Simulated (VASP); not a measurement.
Pt, 1 atom in the cell. It takes space group Fm-3m (No. 225, cubic). Conventional cell: a = 3.970 Å, b = 3.970 Å, c = 3.970 Å, α = 90.00°, β = 90.00°, γ = 90.00°. Pt (site symmetry m-3m) has 12 Pt at 2.81 Å within 3.7 Å. 

```yaml
Program: VASP 6.6.1
Task: single point
Functional: PBE
Potentials_or_basis: VASP PAW PBE potentials, release 64 (Pt)
Cutoff: 500 eV
k_mesh: 18 × 18 × 18
Occupations: gaussian, width 0.1 eV
Spin: no spin polarisation
Dipole_correction: no
Further_INCAR_settings: ALGO = Normal; EDIFF = 1e-06; NBANDS = 11
```

Potentials or basis: VASP PAW PBE potentials, release 64 (Pt).

The run is started by

```bash
$ cat potpaw_PBE.64/Pt/POTCAR > POTCAR
$ mpirun -np 1 vasp_std > vasp.out
```

Hardware: 1 thread of Intel Xeon 6975P-C, on a shared host.

Q: How long does it take, and how much memory?

A: Wall time 15 s on 1 thread of Intel Xeon 6975P-C, on a shared host, peak memory 0.15 GiB. Counts: scf iterations 11, k points 195.
